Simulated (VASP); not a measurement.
# ZnSe (Stilleite) (F-43m) in VASP: a series of runs, part 2 of 3

VASP 6.6.1. The steps go on from the part before.

## 3. Single point, PBE (volume scaled by 0.96, then relaxed in part)

INCAR reads:

```
SYSTEM = ZnSe
PREC = Accurate
ENCUT = 520
EDIFF = 1E-6
ISMEAR = -1
SIGMA = 0.02
LREAL = .False.
LASPH = .True.
NELM = 100
ALGO = Normal
ISIF = 2
LWAVE = .False.
LCHARG = .False.
GGA = PE
NBANDS = 16
```

KPOINTS reads:

```
Automatic mesh
0
Gamma
  13 13 13
  0 0 0
```

POSCAR reads:

```
ZnSe
1.0
    0.0000000000      2.7955007105      2.7955007105
    2.7955007105      0.0000000000      2.7955007105
    2.7955007105      2.7955007105      0.0000000000
Zn Se
1 1
Direct
    0.0000000000      0.0000000000      0.0000000000
    0.2500000000      0.2500000000      0.2500000000
```

Potentials or basis: VASP PAW PBE potentials, release 64 (Zn, Se).

On the command line:

```bash
$ cat potpaw_PBE.64/Zn/POTCAR potpaw_PBE.64/Se/POTCAR > POTCAR
$ mpirun -np 1 vasp_std > vasp.out
```

OUTCAR:

```text
SYSTEM = ZnSe
   PREC = Accurate
   ENCUT = 520
   EDIFF = 1E-6
   ISMEAR = -1
   LREAL = .False.
   LASPH = .True.
   NELM = 100
   ISIF = 2
   GGA = PE

 ion  position               nearest neighbor table
   1  0.000  0.000  0.000-   2 2.42   2 2.42   2 2.42   2 2.42
   2  0.250  0.250  0.250-   1 2.42   1 2.42   1 2.42   1 2.42

  LATTYP: Found a face centered cubic cell.
 ALAT       =     5.5910014210

  Lattice vectors:

 A1 = (   0.0000000000,   2.7955007105,   2.7955007105)
 A2 = (   2.7955007105,   0.0000000000,   2.7955007105)
 A3 = (   2.7955007105,   2.7955007105,   0.0000000000)

Analysis of symmetry for initial positions (statically):
=====================================================================
 Subroutine PRICEL returns:
 Original cell was already a primitive cell.

 Routine SETGRP: Setting up the symmetry group for a
 face centered cubic supercell.

 Subroutine GETGRP returns: Found 24 space group operations
 (whereof 24 operations were pure point group operations)
 out of a pool of 48 trial point group operations.

The static configuration has the point symmetry T_d .

Analysis of symmetry for dynamics (positions and initial velocities):
=====================================================================
 Subroutine PRICEL returns:
 Original cell was already a primitive cell.

 Routine SETGRP: Setting up the symmetry group for a
 face centered cubic supercell.

 Subroutine GETGRP returns: Found 24 space group operations
 (whereof 24 operations were pure point group operations)
 out of a pool of 48 trial point group operations.

The dynamic configuration has the point symmetry T_d .

 Subroutine INISYM returns: Found 24 space group operations
 (whereof 24 operations are pure point group operations),
 and found     1 'primitive' translations

----------------------------------------------------------------------------------------

                                     Primitive cell

  volume of cell :      43.6927

  direct lattice vectors                    reciprocal lattice vectors
     0.000000000  2.795500710  2.795500710    -0.178858835  0.178858835  0.178858835
     2.795500710  0.000000000  2.795500710     0.178858835 -0.178858835  0.178858835
     2.795500710  2.795500710  0.000000000     0.178858835  0.178858835 -0.178858835

  length of vectors
     3.953435018  3.953435018  3.953435018     0.309792589  0.309792589  0.309792589

  position of ions in fractional coordinates (direct lattice)
     0.000000000  0.000000000  0.000000000
     0.250000000  0.250000000  0.250000000

  ion indices of the primitive-cell ions
   primitive index   ion index
                 1           1
                 2           2

----------------------------------------------------------------------------------------

 KPOINTS: Automatic mesh

Automatic generation of k-mesh.
 Grid dimensions read from file:
 generate k-points for:   13   13   13

 Generating k-lattice:

  Cartesian coordinates                     Fractional coordinates (reciprocal lattice)
    -0.013758372  0.013758372  0.013758372     0.076923077  0.000000000  0.000000000
     0.013758372 -0.013758372  0.013758372     0.000000000  0.076923077  0.000000000
     0.013758372  0.013758372 -0.013758372     0.000000000  0.000000000  0.076923077

  Length of vectors
     0.023830199  0.023830199  0.023830199

  Shift w.r.t. Gamma in fractional coordinates (k-lattice)
     0.000000000  0.000000000  0.000000000

 Subroutine IBZKPT returns following result:
 ===========================================

 Found     84 irreducible k-points:

 Following reciprocal coordinates:
            Coordinates               Weight
  0.000000  0.000000  0.000000      1.000000
  0.076923  0.000000  0.000000      8.000000
  0.153846  0.000000  0.000000      8.000000
  0.230769  0.000000  0.000000      8.000000
  0.307692  0.000000  0.000000      8.000000
  0.384615  0.000000  0.000000      8.000000
[... 16 lines left out ...]
  0.384615  0.153846  0.000000     24.000000
  0.461538  0.153846  0.000000     24.000000
 [... further k-points ...]
   k-points           NKPTS =     84   k-points in BZ     NKDIM =     84   number of bands    NBANDS=     16
   number of dos      NEDOS =    301   number of ions     NIONS =      2
   total plane-waves  NPLWV =  27000
   dimension x,y,z NGX =    30 NGY =   30 NGZ =   30
   dimension x,y,z NGXF=    60 NGYF=   60 NGZF=   60
   ions per type =               1   1
   NGX,Y,Z   is equivalent  to a cutoff of  12.62, 12.62, 12.62 a.u.
   NGXF,Y,Z  is equivalent  to a cutoff of  25.23, 25.23, 25.23 a.u.
 SYSTEM =  ZnSe
   PREC   = accura    normal or accurate (medium, high low for compatibility)
   ISTART =      0    job   : 0-new  1-cont  2-samecut
   ICHARG =      2    charge: 1-file 2-atom 10-const
   ISPIN  =      1    spin polarized calculation?
   LNONCOLLINEAR =      F non collinear calculations
   LSORBIT =      F    spin-orbit coupling
   LASPH  =      T    aspherical Exc in radial PAW
   ENCUT  =  520.0 eV  38.22 Ry    6.18 a.u.   7.35  7.35  7.35*2*pi/ulx,y,z
   NELM   =    100;   NELMIN=  2; NELMDL= -5     # of ELM steps
   EDIFF  = 0.1E-05   stopping-criterion for ELM
   LREAL  =      F    real-space projection
   EDIFFG = 0.1E-04   stopping-criterion for IOM
   NSW    =      0    number of steps for IOM
   IBRION =     -1    ionic relax: 0-MD 1-quasi-New 2-CG
   NFREE  =      0    steps in history (QN), initial steepest desc. (CG)
   ISIF   =      2    stress and relaxation
   ISYM   =      2    0-nonsym 1-usesym 2-fastsym
   POTIM  = 0.5000    time-step for ionic-motion
   TEBEG  =    0.0;   TEEND  =   0.0 temperature during run
   PSTRESS=    0.0 pullay stress
   NELECT =      18.0000    total number of electrons
   NUPDOWN=      -1.0000    fix difference up-down
   EMIN   =  10.00;   EMAX   =-10.00  energy-range for DOS
   EFERMI =   0.00;   METHOD = LEGACY
   ISMEAR =    -1;   SIGMA  =   0.02  broadening in eV -4-tet -1-fermi 0-gaus
   EFERMI_NEDOS =   21; number of points for ismear=-14 and -15
   IALGO  =     38    algorithm
   IMIX   =      4    mixing-type and parameters
     AMIX     =   0.40;   BMIX     =  1.00
     AMIX_MAG =   1.60;   BMIX_MAG =  1.00
  volume/ion in A,a.u.               =      21.85       147.43
  Fermi-wavevector in a.u.,A,eV,Ry     =   1.218137  2.301945 20.189103  1.483857
  Thomas-Fermi vector in A             =   2.353433
   LORBIT       =      0    0 simple, 1 ext, 2 COOP (PROOUT), +10 PAW based schemes
   GGA     = PE    functional components
[... 5 lines left out ...]
 non-spin polarized calculation
  energy-cutoff  :      520.00
  volume of cell :       43.69
 maximum number of plane-waves:      1243
 NGX is ok and might be reduce to    30
   NGX = 15   NGY = 15   NGZ = 15

 number of electron      17.9999985 magnetization

 Free energy of the ion-electron system (eV)
  ---------------------------------------------------
  ext. energy  EPLUGINS =         0.00000000
  ---------------------------------------------------
  free energy    TOTEN  =        -5.97785512 eV

  energy without entropy =       -5.97785512  energy(sigma->0) =       -5.97785512

 E-fermi :   2.3220     XC(G=0):  -9.5102

 val. band max:        1.9718541955   @ k =   0.0000   0.0000   0.0000
 cond. band min:       3.4296937883   @ k =   0.0000   0.0000   0.0000
 fundamental gap:      1.4578395927
 Fermi energy:         2.3219638797

 k-point     1 :       0.0000    0.0000    0.0000
  band No.  band energies     occupation
      1     -11.5587      2.00000
      2      -4.7315      2.00000
      3      -4.7315      2.00000
      4      -4.7315      2.00000
      5      -4.3234      2.00000
      6      -4.3234      2.00000
[... 8 lines left out ...]
     15      13.5166      0.00000
     16      13.5166      0.00000

 k-point     2 :       0.0769    0.0000    0.0000
  band No.  band energies     occupation
      1     -11.5167      2.00000
      2      -4.7306      2.00000
      3      -4.7246      2.00000
      4      -4.7246      2.00000
      5      -4.3241      2.00000
      6      -4.3241      2.00000
[... 8 lines left out ...]
     15      13.0677      0.00000
     16      13.0677      0.00000
[... 387 lines left out ...]
      5      -4.3179      2.00000
      6      -4.2972      2.00000
[... 8 lines left out ...]
     15      14.3241      0.00000
     16      14.6812      0.00000

 k-point    24 :       0.4615    0.1538    0.0000
  band No.  band energies     occupation
      1     -10.6877      2.00000
      2      -4.6436      2.00000
      3      -4.5990      2.00000
      4      -4.4263      2.00000
      5      -4.2969      2.00000
      6      -4.2487      2.00000
[... 8 lines left out ...]
     15      14.6681      0.00000
     16      15.4750      0.00000

 [... further k-points ...]
[... 5 lines left out ...]
  --------------------------------------------------------------------------------------
  -------------------------------------------------------------------------------------
  Total        1.4520965      1.4520965      1.4520965      0.0000000     -0.0000000     -0.0000000
  in kB       53.2472560     53.2472560     53.2472560      0.0000000     -0.0000000     -0.0000000
  external PRESSURE =      53.2472560 kB  Pullay stress =       0.0000000 kB

 VOLUME and BASIS-vectors are now :
 -----------------------------------------------------------------------------
  energy-cutoff  :      520.00
  volume of cell :       43.69
      direct lattice vectors                 reciprocal lattice vectors
     0.000000000  2.795500710  2.795500710    -0.178858835  0.178858835  0.178858835
     2.795500710  0.000000000  2.795500710     0.178858835 -0.178858835  0.178858835
     2.795500710  2.795500710  0.000000000     0.178858835  0.178858835 -0.178858835

 POSITION                                       TOTAL-FORCE (eV/Angst)
 -----------------------------------------------------------------------------------
      0.00000      0.00000      0.00000         0.000000      0.000000      0.000000
      1.39775      1.39775      1.39775        -0.000000     -0.000000     -0.000000
 -----------------------------------------------------------------------------------
    total drift:                                0.000000      0.000000      0.000001

  FREE ENERGIE OF THE ION-ELECTRON SYSTEM (eV)
  ---------------------------------------------------
  free  energy   TOTEN  =        -5.9778551202 eV

  energy  without entropy=       -5.9778551202  energy(sigma->0) =       -5.97785512
```

stdout:

```text
POSCAR found type information on POSCAR ZnSe
 POSCAR found :  2 types and       2 ions
 scaLAPACK will be used
 LDA part: xc-table for (Slater+PW92), standard interpolation
 POSCAR, INCAR and KPOINTS ok, starting setup
 FFT: planning ... GRIDC
 FFT: planning ... GRID_SOFT
 FFT: planning ... GRID
 WAVECAR not read
 entering main loop
```

It took 22 s on 1 thread of Intel Xeon 6975P-C (Granite Rapids), shared host; peak memory 0.2 GiB.

Results:

- Free energy: -5.9779 eV
- Pressure: 5.3 GPa
- Band gap on the k mesh: 1.46 eV, direct

[end of part 2 of 3]
